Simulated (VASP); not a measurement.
Mg2Ti2O3:

```
Mg Ti O
1.0
     3.05000    0.00000    0.00000
    -1.52500    2.64138    0.00000
     0.00000    0.00000   10.60000
Mg Ti O
2 2 3
Cartesian
  0.0000 1.7609 1.2932
  1.5250 0.8805 9.3068
  1.5250 0.8805 3.8690
  0.0000 1.7609 6.7310
  0.0000 0.0000 2.5970
  0.0000 0.0000 8.0030
  0.0000 0.0000 0.0000
```

```yaml
Program: VASP 6.6.1
Task: relaxation of cell and atoms
Functional: PBE
Potentials_or_basis: VASP PAW PBE potentials, release 64 (Mg, Ti_sv, O)
Cutoff: 600 eV
k_mesh: 6 × 6 × 2
Occupations: gaussian, width 0.2 eV
Spin: collinear spin
Starting_moments: "[0.0, 0.0, 1.0, 1.0, 0.0, 0.0, 0.0] μB"
```

At the start: pressure -9.8 GPa; volume 12.20 Å³/atom.

Q: Where does the relaxation end?

A: Over 10 steps the energy falls by 159.5 meV/atom and the volume is 10.92 Å³/atom (-10.5 %); space group P-3m1 (No. 164, to 0.1 Å) before and after; moment 0.00 μB per cell.

Step by step:
| step | energy change (eV) | largest force (eV/Å) | pressure (GPa) | volume (Å³) |
| --- | --- | --- | --- | --- |
| 1 | 0.0000 | 2.1594 | -9.78 | 85.40 |
| 2 | -0.6992 | 1.7029 | 1.42 | 76.50 |
| 3 | -0.7254 | 1.4465 | 5.76 | 74.40 |
| 4 | -0.9333 | 1.1885 | 1.81 | 75.42 |
| 5 | -0.9333 | 1.1971 | 1.79 | 75.43 |
| 6 | -1.0781 | 0.4323 | -1.70 | 77.16 |
| 7 | -1.0877 | 0.4509 | -2.67 | 77.73 |
| 8 | -1.1117 | 0.1661 | 1.39 | 75.85 |
| 9 | -1.1143 | 0.1236 | 0.36 | 76.29 |
| 10 | -1.1162 | 0.0484 | -0.06 | 76.46 |

Final structure:
```
CELL_PARAMETERS angstrom
2.94857 0.00000 0.00000
-1.47428 2.55354 0.00000
0.00000 0.00000 10.15473
ATOMIC_POSITIONS crystal
Mg 0.33333 0.66667 0.12875
Mg 0.66667 0.33333 0.87125
Ti 0.66667 0.33333 0.39211
Ti 0.33333 0.66667 0.60789
O 0.00000 0.00000 0.25549
O 0.00000 0.00000 0.74451
O 0.00000 0.00000 0.00000
```

Caveat: the k points lie up to 0.41 Å⁻¹ apart in the final cell, too coarse for converged energies and pressures of a metal; the relaxation stopped at a loose force limit of 0.08 eV/Å, so its end isn't a converged minimum.
